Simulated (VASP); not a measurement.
# InP: single point with PBE

The system is InP.

```xyz
2
Lattice="0.0000 2.9499 2.9499 2.9499 0.0000 2.9499 2.9499 2.9499 0.0000" Properties=species:S:1:pos:R:3 pbc="T T T"
In    0.0000    0.0000    0.0000
P     1.4750    1.4750    1.4750
```

This cell differs from its parent crystal: volume changed by -3%.

```
Program             : VASP 6.6.1
Task                : single point
Functional          : PBE
Potentials or basis : VASP PAW PBE potentials, release 64 (In_d, P)
Cutoff              : 520 eV
k mesh              : 6 × 6 × 6
Occupations         : gaussian, width 0.01 eV
Spin                : no spin polarisation
```

```json
{
  "Pressure": "1.9 GPa",
  "Band gap on the k mesh": "0.60 eV, direct"
}
```

Levels at points of the mesh, in eV from the valence-band top:
```
           k point  band 5  band 6  band 7  band 8  band 9  band 10  band 11  band 12  band 13  band 14
(0.00, 0.00, 0.00)  -14.01  -11.38    0.00    0.00    0.00     0.60     4.09     4.09     4.09     8.49
(0.50, 0.00, 0.00)  -14.00   -9.72   -5.63   -0.94   -0.94     1.45     4.81     4.81     7.06     9.39
(0.50, 0.50, 0.00)  -13.98   -9.09   -5.67   -2.25   -2.25     1.79     2.27     9.09     9.46     9.46
```

It used 10 s of CPU time on 1 thread of AMD EPYC 7R13 Processor (Zen 3) (shared host).

Caveat: spin-orbit coupling is left out, which moves the levels of the heavy elements.
